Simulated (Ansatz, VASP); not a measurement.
## IrO2 in VASP and in Ansatz

```
Ir O
1.0
     4.50531    0.00000    0.00000
     0.00000    4.50531    0.00000
     0.00000    0.00000    3.17671
Ir O
2 4
Direct
  0.50000 0.50000 0.50000
  0.00000 0.00000 0.00000
  0.69134 0.69134 0.00000
  0.80866 0.19134 0.50000
  0.30866 0.30866 0.00000
  0.19134 0.80866 0.50000
```

Alike in both runs: task relaxation of cell and atoms; functional PBEsol; k mesh 8 × 8 × 12; occupations gaussian, width 0.1 eV; no spin polarisation.

|  | VASP | Ansatz |
| --- | --- | --- |
| version | VASP 6.6.1 | Ansatz 0.2.0 |
| potentials or method | VASP PAW PBE potentials, release 64 (Ir, O), cutoff 600 eV | scalar-relativistic, plane waves, PAW |
| valence electrons in the cell | 42 | 58 |

|  | VASP | Ansatz | Ansatz less VASP |
| --- | --- | --- | --- |
| gap on the k mesh at the Fermi level, each at its own relaxed structure (eV) | none | none | - |
| relaxed volume (Å³/atom) | 10.60 | 10.51 | -0.093 |
| relaxed cell length with the largest relative difference (Å) | 3.164 | 3.154 | -0.0104 |

VASP's potentials were made for PBE, not for PBEsol. A gap of «none» marks a metal or a gap that the smearing closes. VASP's potentials hold 42 valence electrons a cell and Ansatz's 58, so a difference there can come from the potentials and not from the codes.

Spin-orbit coupling is off throughout.
